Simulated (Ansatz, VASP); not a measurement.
## TePb in VASP and in Ansatz

Contents of POSCAR:

```
TePb
1.0
    3.7054797950      0.0000000000      0.0000000000
    0.0000000000      3.7054797950      0.0000000000
    0.0000000000      0.0000000000      3.7054797950
Te Pb
1 1
Direct
    0.5000000000      0.5000000000      0.5000000000
    0.0000000000      0.0000000000      0.0000000000
```

The input INCAR.step1:

```
PREC = Accurate
ENCUT = 520
ISMEAR = 0
SIGMA = 0.05
LREAL = False
LASPH = True
NELM = 60
NBANDS = 17
GGA = PE
ALGO = Normal
EDIFF = 1E-4
LWAVE = True
LCHARG = False
```

Contents of INCAR.step2:

```
PREC = Accurate
ENCUT = 520
EDIFF = 1E-6
ISMEAR = 0
SIGMA = 0.05
LREAL = False
LASPH = True
NELM = 60
ALGO = Normal
ISIF = 2
LWAVE = False
LCHARG = False
METAGGA = R2SCAN
LMIXTAU = True
NBANDS = 17
ISTART = 1
```

File KPOINTS:

```
Automatic mesh
0
Gamma
  10 10 10
```

Input for Ansatz:

```yaml
crystal:
  lattice:
    - [3.705479795, 0.0, 0.0]
    - [0.0, 3.705479795, 0.0]
    - [0.0, 0.0, 3.705479795]
  atoms:
    - { symbol: Te, position: [0.5, 0.5, 0.5] }
    - { symbol: Pb, position: [0.0, 0.0, 0.0] }
basis:
  ecutwfc: 500
  ecutrho_ratio: 4
kpoints:
  mp_grid: { grid: [10, 10, 10] }
hamiltonian:
  xc: r2scan
scf:
  occupations: { method: gaussian, width: 0.05 }
output:
  forces: true
  stress: true
  eigenvalues: true
```

Alike in both runs: task single point; functional r2SCAN; k mesh 10 × 10 × 10; occupations gaussian, width 0.05 eV; no spin polarisation.

|  | VASP | Ansatz |
| --- | --- | --- |
| version | VASP 6.6.1 | Ansatz 0.2.0 |
| potentials or method | VASP PAW PBE potentials, release 64 (Te, Pb_d), cutoff 520 eV | scalar-relativistic, plane waves, PAW |
| valence electrons in the cell | 20 | 30 |

Ansatz gave:

```
gap on the k mesh at the Fermi level (eV) : none
pressure (GPa)                            : 15.3
```

Q: Which values does VASP return?

A: gap on the k mesh at the Fermi level (eV): none; pressure (GPa): 15.4.

VASP's potentials were made for PBE, not for r2SCAN. A gap of «none» marks a metal or a gap that the smearing closes. The functional is the same, so the differences come from potentials, cutoffs and numerics. VASP's potentials hold 20 valence electrons a cell and Ansatz's 30, so a difference there can come from the potentials and not from the codes.

Spin-orbit coupling is off throughout.
